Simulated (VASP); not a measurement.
Here is a VASP 6.6.1 calculation.

File INCAR:

```
SYSTEM = LiH17O9
PREC = Accurate
ENCUT = 650
EDIFF = 1E-6
ISMEAR = -1
SIGMA = 0.02
LREAL = .False.
LASPH = .True.
NELM = 120
ALGO = Normal
ISIF = 2
LWAVE = .False.
LCHARG = .False.
GGA = PE
IVDW = 12
NBANDS = 56
GGA_COMPAT = .False.
```

Contents of KPOINTS:

```
Automatic mesh
0
Gamma
  1 1 1
  0 0 0
```

Contents of POSCAR:

```
LiH17O9
1.0
    6.5731380000      0.0000000000      0.0000000000
    0.0000000000      6.5731380000      0.0000000000
    0.0000000000      0.0000000000      6.5731380000
O H Li
9 17 1
Direct
    0.6017673750      0.7136621808      0.2382575872
    0.6325593651      0.6119603757      0.8258612553
   -0.0295444885      0.2206252174      0.5995005734
    0.9152858193      0.0240067986      0.9690653079
    0.2801858108      0.2878533814      0.0042445480
    0.5786581691      0.0988721064      0.3808987427
    0.9568337071      0.6073507052      0.5769390510
    1.1336746619      0.9211734182      0.3137162190
    0.3051510557      0.7126733076      0.6971251783
    0.6141054699      0.7016131412      0.0881618490
    0.7284952788      0.6988290829      0.3151158549
    0.4550338058      0.6459167600      0.7552861358
    0.6425241643      0.4806684418      0.8908378312
    0.0365730949      0.1671347840      0.4860692108
   -0.0332565663      0.3672979329      0.5616799769
    0.9908661586      0.1015040305      0.8600154143
    0.8437674669     -0.0728571346      0.8925417358
    0.3063833438      0.2264823894      0.1376663627
    0.3491483063      0.4141857359      0.0053551287
    0.6287407932      0.1730984501      0.4965360533
    0.6980684112      0.0707728942      0.2893747248
    1.0971928476      0.6047035678      0.6323920173
    0.8339852290      0.5953473060      0.6766326829
    1.0629778349      0.9612912432      0.1824090716
    1.0312426120      0.8438739610      0.3844130459
    0.2230137265      0.7610520272      0.8159268830
    0.3749655035      0.8493355837      0.4505154159
```

Potentials or basis: VASP PAW PBE potentials, release 64 (O, H, Li_sv).

The run is started by

```bash
$ cat potpaw_PBE.64/O/POTCAR potpaw_PBE.64/H/POTCAR potpaw_PBE.64/Li_sv/POTCAR > POTCAR
$ mpirun -np 1 vasp_gam > vasp.out
```

Problem. Predict the pressure.

Solution. 0.2 GPa.

Problem. What does it give for the dispersion energy per atom?

Solution. -0.037 eV.

Problem. Estimate the largest force.

Solution. 2.673 eV/Å.

Problem. Estimate the band gap on the k mesh.

Solution. 4.23 eV.

Stress tensor (GPa, compression positive):
```
-0.51  1.00  1.58
 1.00  3.03  1.67
 1.58  1.67 -1.86
```

Caveat: the k points lie up to 0.96 Å⁻¹ apart.
